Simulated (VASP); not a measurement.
# Sc4Mo (P-3m1) in VASP: further runs

Runs on Sc4Mo. Level: PBE. Tasks: relaxation of cell and atoms, single point.

Everything below comes from runs of VASP 6.6.1. Logs are shortened: lines on timing, memory, paths and dates and some standing lists are left out, and cuts for length are marked.

**1. The cell of the first run**

Symmetry: P-3m1, No. 164, trigonal system. Conventional cell: a = 3.091 Å, b = 3.091 Å, c = 9.938 Å, α = 90.00°, β = 90.00°, γ = 120.00°. Within 2.9 Å of Sc (site symmetry 3m) lie 3 Mo at 2.23 Å. Sc (site symmetry 3m) has 12 Sc at 3.00 to 3.09 Å within 3.9 Å. Within 2.9 Å of Mo (site symmetry -3m) lie 6 Sc at 2.23 Å.

**2. Relaxation of cell and atoms, PBE**

Input file INCAR:

```
SYSTEM = Sc4Mo
  PREC = Accurate
  ENCUT = 600
  EDIFF = 1E-7
  ISMEAR = 0
  SIGMA = 0.1
  LREAL = .False.
  LASPH = .True.
  NELM = 60
  ALGO = Normal
  ISIF = 3
  LWAVE = .False.
  LCHARG = .False.
  GGA = PE
  IBRION = 2
  NSW = 90
  EDIFFG = -0.04
```

Input file KPOINTS:

```
Automatic mesh
0
Gamma
  6 6 2
  0 0 0
```

Input file POSCAR:

```
Sc4Mo
1.0
    3.0905721400      0.0000000000      0.0000000000
   -1.5452860700      2.6765139800      0.0000000000
    0.0000000000      0.0000000000      9.9376771600
Sc Mo
4 1
Direct
    0.3333333300      0.6666666700      0.8658552800
    0.3333333300      0.6666666700      0.3767953500
    0.6666666700      0.3333333300      0.1341447200
    0.6666666700      0.3333333300      0.6232046500
    0.0000000000      0.0000000000      0.0000000000
```

Potentials or basis: VASP PAW PBE potentials, release 64 (Sc_sv, Mo_sv).

The run is started by

```sh
$ cat potpaw_PBE.64/Sc_sv/POTCAR potpaw_PBE.64/Mo_sv/POTCAR > POTCAR
$ mpirun -np 1 vasp_std > vasp.out
```

OUTCAR:

```text
SYSTEM = Sc4Mo
   PREC = Accurate
   ENCUT = 600
   EDIFF = 1E-7
   ISMEAR = 0
   LREAL = .False.
   LASPH = .True.
   NELM = 60
   ISIF = 3
   GGA = PE
   IBRION = 2
   NSW = 90
   EDIFFG = -0.04

 ion  position               nearest neighbor table
   1  0.333  0.667  0.866-   5 2.23   5 2.23   5 2.23   4 3.00   4 3.00   4 3.00   3 3.21   3 3.21
                             3 3.21
   2  0.333  0.667  0.377-   3 3.00   3 3.00   3 3.00   4 3.03   4 3.03   4 3.03
   3  0.667  0.333  0.134-   5 2.23   5 2.23   5 2.23   2 3.00   2 3.00   2 3.00   1 3.21   1 3.21
                             1 3.21
   4  0.667  0.333  0.623-   1 3.00   1 3.00   1 3.00   2 3.03   2 3.03   2 3.03
   5  0.000  0.000  0.000-   1 2.23   3 2.23   1 2.23   3 2.23   3 2.23   1 2.23

  LATTYP: Found a hexagonal cell.
 ALAT       =     3.0905721400
 C/A-ratio  =     3.2154813769

  Lattice vectors:

 A1 = (   3.0905721400,   0.0000000000,   0.0000000000)
 A2 = (  -1.5452860700,   2.6765139800,   0.0000000000)
 A3 = (   0.0000000000,   0.0000000000,   9.9376771600)

Analysis of symmetry for initial positions (statically):
=====================================================================
 Subroutine PRICEL returns:
 Original cell was already a primitive cell.

 Routine SETGRP: Setting up the symmetry group for a
 hexagonal supercell.

 Subroutine GETGRP returns: Found 12 space group operations
 (whereof 12 operations were pure point group operations)
 out of a pool of 24 trial point group operations.

The static configuration has the point symmetry D_3d.

Analysis of symmetry for dynamics (positions and initial velocities):
=====================================================================
 Subroutine PRICEL returns:
 Original cell was already a primitive cell.

 Routine SETGRP: Setting up the symmetry group for a
 hexagonal supercell.

 Subroutine GETGRP returns: Found 12 space group operations
 (whereof 12 operations were pure point group operations)
 out of a pool of 24 trial point group operations.

The dynamic configuration has the point symmetry D_3d.

 Subroutine INISYM returns: Found 12 space group operations
 (whereof 12 operations are pure point group operations),
 and found     1 'primitive' translations

----------------------------------------------------------------------------------------

                                     Primitive cell

  volume of cell :      82.2041

  direct lattice vectors                    reciprocal lattice vectors
     3.090572140  0.000000000  0.000000000     0.323564685  0.186810158  0.000000000
    -1.545286070  2.676513980  0.000000000     0.000000000  0.373620316  0.000000000
     0.000000000  0.000000000  9.937677160     0.000000000  0.000000000  0.100627137

  length of vectors
     3.090572140  3.090572135  9.937677160     0.373620316  0.373620316  0.100627137

  position of ions in fractional coordinates (direct lattice)
     0.333333330  0.666666670  0.865855280
     0.333333330  0.666666670  0.376795350
     0.666666670  0.333333330  0.134144720
     0.666666670  0.333333330  0.623204650
     0.000000000  0.000000000  0.000000000

  ion indices of the primitive-cell ions
   primitive index   ion index
                 1           1
                 2           2
                 3           3
                 4           4
                 5           5

----------------------------------------------------------------------------------------

 KPOINTS: Automatic mesh

Automatic generation of k-mesh.
 Grid dimensions read from file:
 generate k-points for:    6    6    2

 Generating k-lattice:

  Cartesian coordinates                     Fractional coordinates (reciprocal lattice)
     0.053927447  0.031135026  0.000000000     0.166666667  0.000000000  0.000000000
[... 23 lines left out ...]
  0.000000  0.000000  0.500000      1.000000
  0.166667  0.000000  0.500000      6.000000
  0.333333  0.000000  0.500000      6.000000
  0.500000  0.000000  0.500000      3.000000
  0.166667  0.166667  0.500000      6.000000
  0.333333  0.166667  0.500000     12.000000
  0.333333  0.333333  0.500000      2.000000
   k-points           NKPTS =     14   k-points in BZ     NKDIM =     14   number of bands    NBANDS=     34
   number of dos      NEDOS =    301   number of ions     NIONS =      5
   total plane-waves  NPLWV =  62720
   dimension x,y,z NGX =    28 NGY =   28 NGZ =   80
   dimension x,y,z NGXF=    56 NGYF=   56 NGZF=  160
   ions per type =               4   1
   NGX,Y,Z   is equivalent  to a cutoff of  15.06, 15.06, 13.38 a.u.
   NGXF,Y,Z  is equivalent  to a cutoff of  30.12, 30.12, 26.77 a.u.
 SYSTEM =  Sc4Mo
   PREC   = accura    normal or accurate (medium, high low for compatibility)
   ISTART =      0    job   : 0-new  1-cont  2-samecut
   ICHARG =      2    charge: 1-file 2-atom 10-const
   ISPIN  =      1    spin polarized calculation?
   LNONCOLLINEAR =      F non collinear calculations
   LSORBIT =      F    spin-orbit coupling
   LASPH  =      T    aspherical Exc in radial PAW
   ENCUT  =  600.0 eV  44.10 Ry    6.64 a.u.   6.17  6.17 19.85*2*pi/ulx,y,z
   NELM   =     60;   NELMIN=  2; NELMDL= -5     # of ELM steps
   EDIFF  = 0.1E-06   stopping-criterion for ELM
   LREAL  =      F    real-space projection
   EDIFFG = -.4E-01   stopping-criterion for IOM
   NSW    =     90    number of steps for IOM
   IBRION =      2    ionic relax: 0-MD 1-quasi-New 2-CG
   NFREE  =      1    steps in history (QN), initial steepest desc. (CG)
   ISIF   =      3    stress and relaxation
   ISYM   =      2    0-nonsym 1-usesym 2-fastsym
   POTIM  = 0.5000    time-step for ionic-motion
   TEBEG  =    0.0;   TEEND  =   0.0 temperature during run
   PSTRESS=    0.0 pullay stress
   NELECT =      58.0000    total number of electrons
   NUPDOWN=      -1.0000    fix difference up-down
   EMIN   =  10.00;   EMAX   =-10.00  energy-range for DOS
   EFERMI =   0.00;   METHOD = LEGACY
   ISMEAR =     0;   SIGMA  =   0.10  broadening in eV -4-tet -1-fermi 0-gaus
   EFERMI_NEDOS =   21; number of points for ismear=-14 and -15
   IALGO  =     38    algorithm
   IMIX   =      4    mixing-type and parameters
     AMIX     =   0.40;   BMIX     =  1.00
     AMIX_MAG =   1.60;   BMIX_MAG =  1.00
  volume/ion in A,a.u.               =      16.44       110.95
  Fermi-wavevector in a.u.,A,eV,Ry     =   1.457426  2.754135 28.899991  2.124089
  Thomas-Fermi vector in A             =   2.574229
   LORBIT       =      0    0 simple, 1 ext, 2 COOP (PROOUT), +10 PAW based schemes
   GGA     = PE    functional components
   LHFCALC =     F    Hartree Fock is set to
   AEXX    =    0.0000 exact exchange contribution
   IVDW    =     0    specifies the selected vdW correction
   LEPSILON=     F    determine dielectric tensor
   LRPA    =     F    only Hartree local field effects (RPA)
 conjugate gradient relaxation of ions
 non-spin polarized calculation
 Gauss-broadening in eV      SIGMA  =   0.10
  energy-cutoff  :      600.00
  volume of cell :       82.20
 maximum number of plane-waves:      2766
 NGX is ok and might be reduce to    28
   NGX = 13   NGY = 13   NGZ = 39

--------------------------------------- Ionic step        1  -------------------------------------------

 number of electron      58.0000002 magnetization

 Free energy of the ion-electron system (eV)
  ---------------------------------------------------
  ext. energy  EPLUGINS =         0.00000000
  ---------------------------------------------------
  free energy    TOTEN  =       -27.83343150 eV

  energy without entropy =      -27.80813566  energy(sigma->0) =      -27.82078358

------------------------ aborting loop because EDIFF is reached ----------------------------------------

  FORCE on cell =-STRESS in cart. coord.  units (eV):
  Direction    XX          YY          ZZ          XY          YZ          ZX
  --------------------------------------------------------------------------------------
  -------------------------------------------------------------------------------------
  Total       28.5586605     28.5586604     27.6326272      0.0000000      0.0000000      0.0000000
  in kB      556.6152887    556.6152864    538.5666732      0.0000000      0.0000000      0.0000000
  external PRESSURE =     550.5990828 kB  Pullay stress =       0.0000000 kB
[... 26 lines left out ...]
--------------------------------------- Ionic step        2  -------------------------------------------

 number of electron      58.0000012 magnetization

 E-fermi :   2.2901     XC(G=0):  -8.7798

 val. band max:        2.2696471652   @ k =   0.1667   0.1667   0.0000
 cond. band min:       2.2919520275   @ k =   0.0000   0.0000   0.0000
 fundamental gap:      0.0223048623
 Fermi energy:         2.2900629603

 k-point     1 :       0.0000    0.0000    0.0000
  band No.  band energies     occupation
      1     -58.1293      2.00000
      2     -48.2069      2.00000
      3     -48.2035      2.00000
      4     -47.6146      2.00000
      5     -47.6146      2.00000
      6     -32.2421      2.00000
[... 507 lines left out ...]
     33       2.8184      0.00000
     34       2.8184      0.00000

------------------------ aborting loop EDIFF was not reached (unconverged)  ----------------------------

  FORCE on cell =-STRESS in cart. coord.  units (eV):
  Direction    XX          YY          ZZ          XY          YZ          ZX
  --------------------------------------------------------------------------------------
  -------------------------------------------------------------------------------------
  Total      -15.1041161    -15.1041160    -11.6120324      0.0000000      0.0000000     -0.0000000
  in kB     -142.8479023   -142.8479014   -109.8213537      0.0000000      0.0000000     -0.0000000
  external PRESSURE =    -131.8390525 kB  Pullay stress =       0.0000000 kB
[... 59 lines left out ...]
  FREE ENERGIE OF THE ION-ELECTRON SYSTEM (eV)
  ---------------------------------------------------
  free  energy   TOTEN  =       -34.1597280978 eV

  energy  without entropy=      -34.1065503152  energy(sigma->0) =      -34.13313921

[... ionic steps 4 to 13 ...]

--------------------------------------- Ionic step       14  -------------------------------------------

 number of electron      57.9999998 magnetization

------------------------ aborting loop because EDIFF is reached ----------------------------------------
[... 73 lines left out ...]
--------------------------------------- Ionic step       16  -------------------------------------------

 number of electron      57.9999999 magnetization

 Free energy of the ion-electron system (eV)
  ---------------------------------------------------
  ext. energy  EPLUGINS =         0.00000000
  ---------------------------------------------------
  free energy    TOTEN  =       -34.96167755 eV

  energy without entropy =      -34.91223816  energy(sigma->0) =      -34.93695786

 E-fermi :   4.8554     XC(G=0): -10.4209

 val. band max:        4.8544143719   @ k =   0.1667   0.0000   0.5000
 cond. band min:       4.8767341022   @ k =   0.3333   0.1667   0.5000
 fundamental gap:      0.0223197304
 Fermi energy:         4.8554063023

 k-point     1 :       0.0000    0.0000    0.0000
  band No.  band energies     occupation
      1     -55.2139      2.00000
      2     -44.5081      2.00000
      3     -44.4678      2.00000
      4     -44.1737      2.00000
      5     -44.1706      2.00000
      6     -29.2994      2.00000
[... 539 lines left out ...]
  FREE ENERGIE OF THE ION-ELECTRON SYSTEM (eV)
  ---------------------------------------------------
  free  energy   TOTEN  =       -34.9616775503 eV

  energy  without entropy=      -34.9122381607  energy(sigma->0) =      -34.93695786

 reached required accuracy - stopping structural energy minimisation
```

It took 12 min on 1 thread of Intel Xeon 6975P-C (Granite Rapids), shared host; peak memory 0.27 GiB.

Results:

```
Free energy                            : -34.9617 eV
Relaxed volume                         : 22.49 Å³/atom
Relaxed cell                           : a = 3.248 Å, b = 3.248 Å, c = 12.308 Å, α = 90.00°, β = 90.00°, γ = 120.00°
Space group after relaxing (to 0.05 Å) : P-3m1 (No. 164)
Energy gained by relaxing              : 1425.6 meV/atom
Ionic steps                            : 16
Pressure after relaxing                : -0.1 GPa
Largest force after relaxing           : 0.026 eV/Å
Band gap on the k mesh                 : zero (band 29 reaches 5.04 eV, above the bottom of band 30 at 4.60 eV)
```

Forces on the atoms (eV/Å):
```
Sc   0.000  0.000 -0.026
Sc   0.000  0.000  0.012
Sc   0.000  0.000  0.026
Sc   0.000  0.000 -0.012
Mo   0.000  0.000  0.000
```

Step by step:
```csv
step,energy change (eV),largest force (eV/Å),pressure (GPa),volume (Å³)
1,0.0000,7.4883,55.06,82.20
2,-3.2399,1.3464,-13.18,169.41
3,-6.3263,0.9609,-2.96,122.37
4,-6.3531,0.9688,-1.67,119.94
5,-6.3572,0.9731,-0.74,118.35
6,-6.7152,0.7883,-1.36,117.80
7,-7.0618,0.4245,-1.85,116.15
8,-7.0713,0.3812,-1.80,115.81
9,-7.0955,0.2387,1.72,110.29
10,-7.1017,0.2895,0.56,111.97
11,-7.1188,0.1699,0.39,112.09
12,-7.1258,0.0772,0.21,112.23
13,-7.1258,0.0803,0.22,112.22
14,-7.1271,0.0209,-0.34,112.96
15,-7.1272,0.0306,-0.24,112.83
16,-7.1282,0.0258,-0.06,112.44
```

Final structure:
```xyz
5
Lattice="3.2479 0.0000 0.0000 -1.6240 2.8128 0.0000 0.0000 0.0000 12.3077" Properties=species:S:1:pos:R:3 pbc="T T T"
Sc    0.0000    1.8752   10.2516
Sc    0.0000    1.8752    4.8679
Sc    1.6240    0.9376    2.0561
Sc    1.6240    0.9376    7.4398
Mo   -1.6240    2.8128    0.0000
```

Caveat: the k points lie up to 0.37 Å⁻¹ apart in the final cell; the volume moved by over 15 % at a fixed basis, so the end points are rough.

**3. Single point, PBE, collinear spin, ferromagnetic start**

This run uses another cell than the first one, of 22.43 Å³/atom, 1.365 times its volume.

Input file INCAR:

```
ALGO = Normal
EDIFF = 1E-7
ENCUT = 520
GGA = PE
ISIF = 2
ISMEAR = 0
ISPIN = 2
LASPH = True
LCHARG = False
LMAXMIX = 4
LORBIT = 11
LREAL = False
LWAVE = False
MAGMOM = 1 1 1 1 1
NBANDS = 41
NELM = 150
PREC = Accurate
SIGMA = 0.1
```

Input file KPOINTS:

```
k-points
0
Gamma
  6 6 2
```

Input file POSCAR:

```
Sc4Mo
1.0
    3.2450269911      0.0000000000      0.0000000000
   -1.6225134955      2.8102758102      0.0000000000
    0.0000000000      0.0000000000     12.3002501701
Sc Mo
4 1
Direct
    0.3333333333      0.6666666667      0.8327647243
    0.3333333333      0.6666666667      0.3956887356
    0.6666666667      0.3333333333      0.1672352757
    0.6666666667      0.3333333333      0.6043112644
    0.0000000000      0.0000000000      0.0000000000
```

Potentials or basis: VASP PAW PBE potentials, release 64 (Sc_sv, Mo_sv).

The run is started by

```sh
$ cat potpaw_PBE.64/Sc_sv/POTCAR potpaw_PBE.64/Mo_sv/POTCAR > POTCAR
$ mpirun -np 1 vasp_std > vasp.out
```

OUTCAR:

```text
EDIFF = 1E-7
   ENCUT = 520
   GGA = PE
   ISIF = 2
   ISMEAR = 0
   ISPIN = 2
   LASPH = True
   LORBIT = 11
   LREAL = False
   NELM = 150
   PREC = Accurate

 ion  position               nearest neighbor table
   1  0.333  0.667  0.833-   5 2.78   5 2.78   5 2.78   4 3.38   4 3.38   4 3.38
   2  0.333  0.667  0.396-   4 3.18   4 3.18   4 3.18   3 3.38   3 3.38   3 3.38
   3  0.667  0.333  0.167-   5 2.78   5 2.78   5 2.78   2 3.38   2 3.38   2 3.38
   4  0.667  0.333  0.604-   2 3.18   2 3.18   2 3.18   1 3.38   1 3.38   1 3.38
   5  0.000  0.000  0.000-   1 2.78   3 2.78   1 2.78   3 2.78   3 2.78   1 2.78

  LATTYP: Found a hexagonal cell.
 ALAT       =     3.2450269911
[... 1453 lines left out ...]

 POSITION                                       TOTAL-FORCE (eV/Angst)
 -----------------------------------------------------------------------------------
     -0.00000      1.87352     10.24321        -0.000000     -0.000000     -0.105820
     -0.00000      1.87352      4.86707         0.000000      0.000000     -0.003909
      1.62251      0.93676      2.05704         0.000000      0.000000      0.105820
      1.62251      0.93676      7.43318        -0.000000     -0.000000      0.003909
      0.00000      0.00000      0.00000        -0.000000      0.000000      0.000000
 -----------------------------------------------------------------------------------
    total drift:                               -0.000000     -0.000000      0.000000

  FREE ENERGIE OF THE ION-ELECTRON SYSTEM (eV)
  ---------------------------------------------------
  free  energy   TOTEN  =       -34.9822186752 eV

  energy  without entropy=      -34.9428078795  energy(sigma->0) =      -34.96251328

 total charge

# of ion       s       p       d       tot
------------------------------------------
    1        2.286   6.138   1.101   9.525
    2        2.279   6.101   1.016   9.397
    3        2.286   6.138   1.101   9.525
    4        2.279   6.101   1.016   9.397
    5        2.355   6.069   4.018  12.442
--------------------------------------------------
tot         11.486  30.547   8.253  50.286

 magnetization (x)

# of ion       s       p       d       tot
------------------------------------------
    1       -0.002   0.007   0.018   0.022
    2        0.001   0.024   0.108   0.132
    3       -0.002   0.007   0.018   0.022
    4        0.001   0.024   0.108   0.132
    5        0.005   0.001   0.274   0.281
--------------------------------------------------
tot          0.003   0.063   0.524   0.590
```

OSZICAR:

```text
N       E                     dE             d eps       ncg     rms          rms(c)
DAV:   1     0.111420501235E+04    0.11142E+04   -0.25674E+04  2296   0.150E+03
DAV:   2     0.499718362573E+02   -0.10642E+04   -0.10462E+04  2840   0.649E+02
DAV:   3    -0.329991837436E+02   -0.82971E+02   -0.78779E+02  3645   0.231E+02
[... 17 lines left out ...]
DAV:  21    -0.349821935433E+02   -0.71554E-04   -0.50054E-04  3368   0.511E-02    0.166E-02
DAV:  22    -0.349822124556E+02   -0.18912E-04   -0.16856E-04  3632   0.330E-02    0.951E-03
DAV:  23    -0.349822175255E+02   -0.50699E-05   -0.64289E-05  3400   0.214E-02    0.400E-03
DAV:  24    -0.349822183560E+02   -0.83054E-06   -0.72735E-06  2960   0.935E-03    0.167E-03
DAV:  25    -0.349822186292E+02   -0.27317E-06   -0.15664E-06  2656   0.443E-03    0.739E-04
DAV:  26    -0.349822186752E+02   -0.45951E-07   -0.17724E-07  2088   0.271E-03
   1 F= -.34982219E+02 E0= -.34962513E+02  d E =-.394108E-01  mag=     0.8654
```

Wall time 2.1 min (1 thread of Intel Xeon 6975P-C (Granite Rapids), shared host); peak memory 0.32 GiB.

What came out:

```yaml
Free_energy: -34.9822 eV
Pressure: 0.3 GPa
Largest_force: 0.106 eV/Å
Net_moment: 0.87 μB per cell
Site_moments: Sc +0.02, +0.13; Mo +0.28 μB
Valence_electrons_inside_the_program's_atomic_spheres: Sc 9.53, 9.40; Mo 12.44
```

Forces in eV/Å, atoms in the order of the input:
```
Sc   0.000  0.000 -0.106
Sc   0.000  0.000 -0.004
Sc   0.000  0.000  0.106
Sc   0.000  0.000  0.004
Mo   0.000  0.000  0.000
```

Stress tensor (GPa, compression positive):
```
0.10 0.00 0.00
0.00 0.10 0.00
0.00 0.00 0.63
```

Caveat: the k points lie up to 0.37 Å⁻¹ apart.
